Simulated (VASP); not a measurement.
A run of VASP 6.6.1 is set up as follows.

File INCAR:

```
SYSTEM = TiO2
ALGO = Normal ; EDIFF = 1E-7
ENCUT = 520 ; GGA = PE
ISIF = 2 ; ISMEAR = 0
LASPH = .True. ; LCHARG = .False.
LREAL = .False. ; LWAVE = .False.
NBANDS = 60 ; NELM = 60
PREC = Accurate ; SIGMA = 0.1
```

The input KPOINTS:

```
k-points
0
Gamma
  4 4 4
  0 0 0
```

Contents of POSCAR:

```
TiO2
1.0
    4.5788845528      0.0000000000      0.0000000000
    0.0000000000      5.5707098162      0.0000000000
    0.0000000000      0.0000000000      4.9219646613
Ti O
4 8
Direct
    0.5000000000      0.6776971873      0.7500000000
    0.0000000000      0.8223028127      0.2500000000
    0.5000000000      0.3223028127      0.2500000000
    0.0000000000      0.1776971873      0.7500000000
    0.7289547173      0.6191187806      0.0809039266
    0.2289547173      0.8808812194      0.9190960734
    0.7710452827      0.8808812194      0.5809039266
    0.2710452827      0.6191187806      0.4190960734
    0.7289547173      0.3808812194      0.5809039266
    0.2289547173      0.1191187806      0.4190960734
    0.7710452827      0.1191187806      0.0809039266
    0.2710452827      0.3808812194      0.9190960734
```

Potentials or basis: VASP PAW PBE potentials, release 64 (Ti_sv, O).

Command:

```console
$ cat potpaw_PBE.64/Ti_sv/POTCAR potpaw_PBE.64/O/POTCAR > POTCAR
$ mpirun -np 1 vasp_std > vasp.out
```

Task: What does it give for the largest force?

Result: 0.045 eV/Å.

Task: Estimate the band gap on the k mesh.

Result: 2.60 eV (least direct gap 2.65 eV).

Task: Estimate the pressure.

Result: 0.8 GPa.

Stress tensor (GPa, compression positive):
```
0.86 0.00 0.00
0.00 0.76 0.00
0.00 0.00 0.86
```

A k mesh can miss the band edges.
